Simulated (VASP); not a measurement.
# Ir (Pm-3m) in VASP: a series of runs

The runs below take Ir through relaxation of cell and atoms, single point, with LDA.

Everything below comes from runs of VASP 6.6.1. Logs are shortened: lines on timing, memory, paths and dates and some standing lists are left out, and cuts for length are marked.

## (1) The cell of the first run

It takes space group Pm-3m (No. 221, cubic). Conventional cell: a = 2.482 Å, b = 2.482 Å, c = 2.482 Å, α = 90.00°, β = 90.00°, γ = 90.00°. Ir (site symmetry m-3m) has 6 Ir at 2.48 Å within 3.3 Å.

This isn't the form of Ir at room conditions, which is fcc.

## (2) Relaxation of cell and atoms, LDA

INCAR

```
  ALGO = Normal
  EDIFF = 1E-7
  EDIFFG = -0.01
  ENCUT = 600
  GGA = CA
  IBRION = 2
  ISIF = 3
  ISMEAR = -1
  LASPH = T
  LCHARG = F
  LREAL = F
  LWAVE = F
  NELM = 60
  NSW = 80
  PREC = Accurate
  SIGMA = 0.1
```

KPOINTS

```
k-points
0
Gamma
  13 13 13
```

POSCAR

```
Ir
1.0
    2.4815209647      0.0000000000      0.0000000000
    0.0000000000      2.4815209647      0.0000000000
    0.0000000000      0.0000000000      2.4815209647
Ir
1
Direct
    0.0000000000      0.0000000000      0.0000000000
```

Potentials or basis: VASP PAW LDA potentials, release 64 (Ir).

Command:

```sh
cat potpaw_LDA.64/Ir/POTCAR > POTCAR
mpirun -np 1 vasp_std > vasp.out
```

OUTCAR:

```text
EDIFF = 1E-7
   EDIFFG = -0.01
   ENCUT = 600
   GGA = CA
   IBRION = 2
   ISIF = 3
   ISMEAR = -1
   LASPH = T
   LREAL = F
   NELM = 60
   NSW = 80
   PREC = Accurate

 ion  position               nearest neighbor table
   1  0.000  0.000  0.000-

  LATTYP: Found a simple cubic cell.
 ALAT       =     2.4815209647

  Lattice vectors:

 A1 = (   2.4815209647,   0.0000000000,   0.0000000000)
 A2 = (   0.0000000000,   2.4815209647,   0.0000000000)
 A3 = (   0.0000000000,   0.0000000000,   2.4815209647)

Analysis of symmetry for initial positions (statically):
=====================================================================
 Subroutine PRICEL returns:
 Original cell was already a primitive cell.

 Routine SETGRP: Setting up the symmetry group for a
 simple cubic supercell.

 Subroutine GETGRP returns: Found 48 space group operations
 (whereof 48 operations were pure point group operations)
 out of a pool of 48 trial point group operations.

The static configuration has the point symmetry O_h .

Analysis of symmetry for dynamics (positions and initial velocities):
=====================================================================
 Subroutine PRICEL returns:
 Original cell was already a primitive cell.

 Routine SETGRP: Setting up the symmetry group for a
 simple cubic supercell.

 Subroutine GETGRP returns: Found 48 space group operations
 (whereof 48 operations were pure point group operations)
 out of a pool of 48 trial point group operations.

The dynamic configuration has the point symmetry O_h .

 Subroutine INISYM returns: Found 48 space group operations
 (whereof 48 operations are pure point group operations),
 and found     1 'primitive' translations

----------------------------------------------------------------------------------------

                                     Primitive cell

  volume of cell :      15.2811

  direct lattice vectors                    reciprocal lattice vectors
     2.481520965  0.000000000  0.000000000     0.402978663  0.000000000  0.000000000
     0.000000000  2.481520965  0.000000000     0.000000000  0.402978663  0.000000000
     0.000000000  0.000000000  2.481520965     0.000000000  0.000000000  0.402978663

  length of vectors
     2.481520965  2.481520965  2.481520965     0.402978663  0.402978663  0.402978663

  position of ions in fractional coordinates (direct lattice)
     0.000000000  0.000000000  0.000000000

  ion indices of the primitive-cell ions
   primitive index   ion index
                 1           1

----------------------------------------------------------------------------------------

 KPOINTS: k-points

Automatic generation of k-mesh.
 Grid dimensions read from file:
 generate k-points for:   13   13   13

 Generating k-lattice:

  Cartesian coordinates                     Fractional coordinates (reciprocal lattice)
     0.030998359  0.000000000  0.000000000     0.076923077  0.000000000  0.000000000
     0.000000000  0.030998359  0.000000000     0.000000000  0.076923077  0.000000000
     0.000000000  0.000000000  0.030998359     0.000000000  0.000000000  0.076923077

  Length of vectors
     0.030998359  0.030998359  0.030998359

  Shift w.r.t. Gamma in fractional coordinates (k-lattice)
     0.000000000  0.000000000  0.000000000

 Subroutine IBZKPT returns following result:
 ===========================================

 Found     84 irreducible k-points:

 Following reciprocal coordinates:
            Coordinates               Weight
  0.000000  0.000000  0.000000      1.000000
  0.076923  0.000000  0.000000      6.000000
  0.153846  0.000000  0.000000      6.000000
  0.230769  0.000000  0.000000      6.000000
  0.307692  0.000000  0.000000      6.000000
  0.384615  0.000000  0.000000      6.000000
[... 16 lines left out ...]
  0.307692  0.307692  0.000000     12.000000
  0.384615  0.307692  0.000000     24.000000
 [... further k-points ...]
   k-points           NKPTS =     84   k-points in BZ     NKDIM =     84   number of bands    NBANDS=      8
   number of dos      NEDOS =    301   number of ions     NIONS =      1
   total plane-waves  NPLWV =   8000
   dimension x,y,z NGX =    20 NGY =   20 NGZ =   20
   dimension x,y,z NGXF=    40 NGYF=   40 NGZF=   40
   ions per type =               1
   NGX,Y,Z   is equivalent  to a cutoff of  13.40, 13.40, 13.40 a.u.
   NGXF,Y,Z  is equivalent  to a cutoff of  26.80, 26.80, 26.80 a.u.
 SYSTEM =  unknown system
   PREC   = accura    normal or accurate (medium, high low for compatibility)
   ISTART =      0    job   : 0-new  1-cont  2-samecut
   ICHARG =      2    charge: 1-file 2-atom 10-const
   ISPIN  =      1    spin polarized calculation?
   LNONCOLLINEAR =      F non collinear calculations
   LSORBIT =      F    spin-orbit coupling
   LASPH  =      T    aspherical Exc in radial PAW
   ENCUT  =  600.0 eV  44.10 Ry    6.64 a.u.   4.96  4.96  4.96*2*pi/ulx,y,z
   NELM   =     60;   NELMIN=  2; NELMDL= -5     # of ELM steps
   EDIFF  = 0.1E-06   stopping-criterion for ELM
   LREAL  =      F    real-space projection
   EDIFFG = -.1E-01   stopping-criterion for IOM
   NSW    =     80    number of steps for IOM
   IBRION =      2    ionic relax: 0-MD 1-quasi-New 2-CG
   NFREE  =      1    steps in history (QN), initial steepest desc. (CG)
   ISIF   =      3    stress and relaxation
   ISYM   =      2    0-nonsym 1-usesym 2-fastsym
   POTIM  = 0.5000    time-step for ionic-motion
   TEBEG  =    0.0;   TEEND  =   0.0 temperature during run
   PSTRESS=    0.0 pullay stress
   NELECT =       9.0000    total number of electrons
   NUPDOWN=      -1.0000    fix difference up-down
   EMIN   =  10.00;   EMAX   =-10.00  energy-range for DOS
   EFERMI =   0.00;   METHOD = LEGACY
   ISMEAR =    -1;   SIGMA  =   0.10  broadening in eV -4-tet -1-fermi 0-gaus
   EFERMI_NEDOS =   21; number of points for ismear=-14 and -15
   IALGO  =     38    algorithm
   IMIX   =      4    mixing-type and parameters
     AMIX     =   0.40;   BMIX     =  1.00
     AMIX_MAG =   1.60;   BMIX_MAG =  1.00
  volume/ion in A,a.u.               =      15.28       103.12
  Fermi-wavevector in a.u.,A,eV,Ry     =   1.372264  2.593203 25.621252  1.883109
  Thomas-Fermi vector in A             =   2.497887
   LORBIT       =      0    0 simple, 1 ext, 2 COOP (PROOUT), +10 PAW based schemes
   GGA     = CA    functional components
   LHFCALC =     F    Hartree Fock is set to
   AEXX    =    0.0000 exact exchange contribution
   IVDW    =     0    specifies the selected vdW correction
   LEPSILON=     F    determine dielectric tensor
   LRPA    =     F    only Hartree local field effects (RPA)
 conjugate gradient relaxation of ions
 non-spin polarized calculation
  energy-cutoff  :      600.00
  volume of cell :       15.28
 maximum number of plane-waves:       521
 NGX is ok and might be reduce to    20
   NGX =  9   NGY =  9   NGZ =  9

--------------------------------------- Ionic step        1  -------------------------------------------

 number of electron       9.0000000 magnetization

 Free energy of the ion-electron system (eV)
  ---------------------------------------------------
  ext. energy  EPLUGINS =         0.00000000
  ---------------------------------------------------
  free energy    TOTEN  =        -9.20735829 eV

  energy without entropy =       -9.16026268  energy(sigma->0) =       -9.18381049

------------------------ aborting loop because EDIFF is reached ----------------------------------------

  FORCE on cell =-STRESS in cart. coord.  units (eV):
  Direction    XX          YY          ZZ          XY          YZ          ZX
  --------------------------------------------------------------------------------------
  -------------------------------------------------------------------------------------
  Total        1.9374361      1.9374361      1.9374361     -0.0000000      0.0000000      0.0000000
  in kB      203.1347080    203.1347080    203.1347080     -0.0000000      0.0000000      0.0000000
  external PRESSURE =     203.1347080 kB  Pullay stress =       0.0000000 kB
[... 86 lines left out ...]
  FREE ENERGIE OF THE ION-ELECTRON SYSTEM (eV)
  ---------------------------------------------------
  free  energy   TOTEN  =        -9.2642014278 eV

  energy  without entropy=       -9.2127410999  energy(sigma->0) =       -9.23847126

[... ionic steps 4 to 13 ...]

--------------------------------------- Ionic step       14  -------------------------------------------

 number of electron       9.0000002 magnetization

------------------------ aborting loop because EDIFF is reached ----------------------------------------

  FORCE on cell =-STRESS in cart. coord.  units (eV):
  Direction    XX          YY          ZZ          XY          YZ          ZX
  --------------------------------------------------------------------------------------
  -------------------------------------------------------------------------------------
  Total        0.0141823      0.0141823      0.0141823     -0.0000000     -0.0000000     -0.0000000
  in kB        1.3997852      1.3997852      1.3997852     -0.0000000     -0.0000000     -0.0000000
  external PRESSURE =       1.3997852 kB  Pullay stress =       0.0000000 kB
[... 55 lines left out ...]
  energy  without entropy=       -9.2136233881  energy(sigma->0) =       -9.23915086

--------------------------------------- Ionic step       16  -------------------------------------------

 number of electron       9.0000002 magnetization

 Free energy of the ion-electron system (eV)
  ---------------------------------------------------
  ext. energy  EPLUGINS =         0.00000000
  ---------------------------------------------------
  free energy    TOTEN  =        -9.26467995 eV

  energy without entropy =       -9.21361366  energy(sigma->0) =       -9.23914681

 E-fermi :   7.9228     XC(G=0): -13.1957

 val. band max:        7.8930647103   @ k =   0.2308   0.0769   0.0000
 cond. band min:       7.9310476129   @ k =   0.2308   0.2308   0.0000
 fundamental gap:      0.0379829027
 Fermi energy:         7.9228336839

 k-point     1 :       0.0000    0.0000    0.0000
  band No.  band energies     occupation
      1      -1.5377      2.00000
      2       1.6156      2.00000
      3       1.6156      2.00000
      4       9.3597      0.00000
      5       9.3597      0.00000
      6       9.3597      0.00000
      7      23.7982      0.00000
      8      23.7982      0.00000
[... 243 lines left out ...]
 k-point    24 :       0.3846    0.3077    0.0000
  band No.  band energies     occupation
      1       2.1556      2.00000
      2       2.6650      2.00000
      3       6.6011      2.00000
      4       7.0520      1.99967
      5       7.6586      1.86707
      6       8.8784      0.00014
      7      16.2872      0.00000
      8      21.2745      0.00000

 [... further k-points ...]

------------------------ aborting loop because EDIFF is reached ----------------------------------------

  FORCE on cell =-STRESS in cart. coord.  units (eV):
  Direction    XX          YY          ZZ          XY          YZ          ZX
  --------------------------------------------------------------------------------------
  -------------------------------------------------------------------------------------
  Total        0.0070864      0.0070864      0.0070864     -0.0000000      0.0000000     -0.0000000
  in kB        0.6992376      0.6992376      0.6992376     -0.0000000      0.0000000     -0.0000000
  external PRESSURE =       0.6992376 kB  Pullay stress =       0.0000000 kB
[... 16 lines left out ...]
  FREE ENERGIE OF THE ION-ELECTRON SYSTEM (eV)
  ---------------------------------------------------
  free  energy   TOTEN  =        -9.2646799517 eV

  energy  without entropy=       -9.2136136585  energy(sigma->0) =       -9.23914681

 reached required accuracy - stopping structural energy minimisation
```

Run time: 72 s. Hardware: 1 thread of Intel Xeon 8259CL, shared host; peak memory 0.14 GiB.

What came out:

| Item | Value |
| --- | --- |
| Free energy | -9.2647 eV |
| Relaxed volume | 16.24 Å³/atom |
| Relaxed cell | a = 2.532 Å, b = 2.532 Å, c = 2.532 Å, α = 90.00°, β = 90.00°, γ = 90.00° |
| Space group after relaxing (to 0.1 Å) | Pm-3m (No. 221) |
| Energy gained by relaxing | 57.3 meV/atom |
| Ionic steps | 16 |
| Pressure after relaxing | 0.1 GPa |
| Band gap on the k mesh | zero (an odd number of electrons rules out a gap without spin polarisation) |

Step by step:
| step | energy change (eV) | largest force (eV/Å) | pressure (GPa) | volume (Å³) |
| --- | --- | --- | --- | --- |
| 1 | 0.0000 | 0.0000 | 20.31 | 15.28 |
| 2 | 0.4517 | 0.0000 | -35.34 | 19.98 |
| 3 | -0.0568 | 0.0000 | -1.63 | 16.33 |
| 4 | -0.0573 | 0.0000 | -0.17 | 16.25 |
| 5 | -0.0573 | 0.0000 | 0.19 | 16.23 |
| 6 | -0.0573 | 0.0000 | 0.19 | 16.23 |
| 7 | -0.0573 | 0.0000 | 0.17 | 16.23 |
| 8 | -0.0573 | 0.0000 | 0.17 | 16.23 |
| 9 | -0.0573 | 0.0000 | 0.17 | 16.23 |
| 10 | -0.0573 | 0.0000 | 0.17 | 16.23 |
| 11 | -0.0573 | 0.0000 | 0.17 | 16.23 |
| 12 | -0.0573 | 0.0000 | 0.16 | 16.23 |
| 13 | -0.0573 | 0.0000 | 0.16 | 16.23 |
| 14 | -0.0573 | 0.0000 | 0.14 | 16.23 |
| 15 | -0.0573 | 0.0000 | 0.12 | 16.23 |
| 16 | -0.0573 | 0.0000 | 0.07 | 16.24 |

Final structure:
```xyz
1
Lattice="2.5322 0.0000 0.0000 0.0000 2.5322 0.0000 0.0000 0.0000 2.5322" Properties=species:S:1:pos:R:3 pbc="T T T"
Ir    2.5322    0.0000    2.5322
```

Caveat: spin-orbit coupling is left out, which moves the levels of the heavy elements.

## (3) Single point, LDA

This run uses another cell than the first one, of 16.16 Å³/atom.

INCAR

```
ALGO = Normal ; EDIFF = 1E-6
ENCUT = 520 ; GGA = CA
ISIF = 2 ; ISMEAR = -1
LASPH = True ; LCHARG = False
LREAL = False ; LWAVE = False
NBANDS = 10 ; NELM = 100
PREC = Accurate ; SIGMA = 0.1
```

KPOINTS

```
k-points
0
Gamma
  20 20 20
```

POSCAR

```
Ir
1.0
    2.5280435852      0.0000000000      0.0000000000
    0.0000000000      2.5280435852      0.0000000000
    0.0000000000      0.0000000000      2.5280435852
Ir
1
Direct
    0.0000000000      0.0000000000      0.0000000000
```

Potentials or basis: VASP PAW LDA potentials, release 64 (Ir).

Command:

```sh
cat potpaw_LDA.64/Ir/POTCAR > POTCAR
mpirun -np 1 vasp_std > vasp.out
```

Run time: 37 s. Hardware: 1 thread of Intel Xeon 8259CL, shared host; peak memory 0.16 GiB.

The run converged. Its results:

* Free energy: -9.2673 eV
* Pressure: 1.1 GPa
* Band gap on the k mesh: zero (an odd number of electrons rules out a gap without spin polarisation)

Levels at points of the mesh, in eV from the Fermi level:
```tsv
k point	band 1	band 2	band 3	band 4	band 5	band 6	band 7	band 8	band 9
(0.00, 0.00, 0.00)	-9.53	-6.39	-6.39	1.42	1.42	1.42	15.88	15.88	15.88
(0.50, 0.00, 0.00)	-6.50	-5.62	-1.57	-1.57	-1.04	1.72	6.30	16.38	20.47
(0.50, 0.50, 0.00)	-6.87	-5.00	-1.00	-1.00	3.61	4.61	4.61	12.05	14.58
(0.50, 0.50, 0.50)	-5.54	-5.54	-5.54	3.82	3.82	9.13	11.18	11.18	11.18
```

Caveat: spin-orbit coupling is left out, which moves the levels of the heavy elements.

## (4) Single point, LDA, non-collinear spin, zero start, spin-orbit coupling

This run uses another cell than the first one, of 16.16 Å³/atom.

INCAR

```
PREC = Accurate
ENCUT = 520
EDIFF = 1E-6
ISMEAR = -1
SIGMA = 0.1
LREAL = F
LASPH = T
NELM = 150
ALGO = Normal
ISIF = 2
LWAVE = F
LCHARG = F
MAGMOM = 0 0 0
LORBIT = 11
LSORBIT = T
GGA_COMPAT = F
LORBMOM = T
LMAXMIX = 4
NBANDS = 20
```

KPOINTS

```
Automatic mesh
0
Gamma
  12 12 12
```

POSCAR is that of step 3.

Command:

```sh
cat potpaw_LDA.64/Ir/POTCAR > POTCAR
mpirun -np 1 vasp_ncl > vasp.out
```

Wall time 63 s (1 thread of Intel Xeon 8259CL, shared host); peak memory 0.17 GiB.

Results (log left out):

| Property | Result |
| --- | --- |
| Free energy | -9.6826 eV |
| Pressure | 2.6 GPa |
| Net moment | 0.00 μB per cell |
| Valence electrons inside the program's atomic spheres | Ir 8.41 |

Moments on the atoms (μB; x, y, z):
```
Ir  0.00 0.00 0.00
```

## (5) Overview

| task | spin | cell | k mesh | cutoff (eV) | gap on the mesh (eV) | pressure (GPa) |
| --- | --- | --- | --- | --- | --- | --- |
| relaxation of cell and atoms | off | relaxed from a = 2.482 Å, 1 atom | 13 × 13 × 13 | 600 | none | 0.1 |
| single point | off | a = 2.528 Å, 1 atom | 20 × 20 × 20 | 520 | none | 1.1 |
| single point | non-collinear, zero start, SOC | a = 2.528 Å, 1 atom | 12 × 12 × 12 | 520 | - | 2.6 |

Alike in all rows: level LDA; potentials or basis VASP PAW LDA potentials, release 64 (Ir); smearing fermi-dirac 0.1 eV.

Caveats: spin-orbit coupling is left out, which moves the levels of the heavy elements (at least some runs).

Total energies depend on the potentials used, so only differences within one code and one set of settings carry meaning.
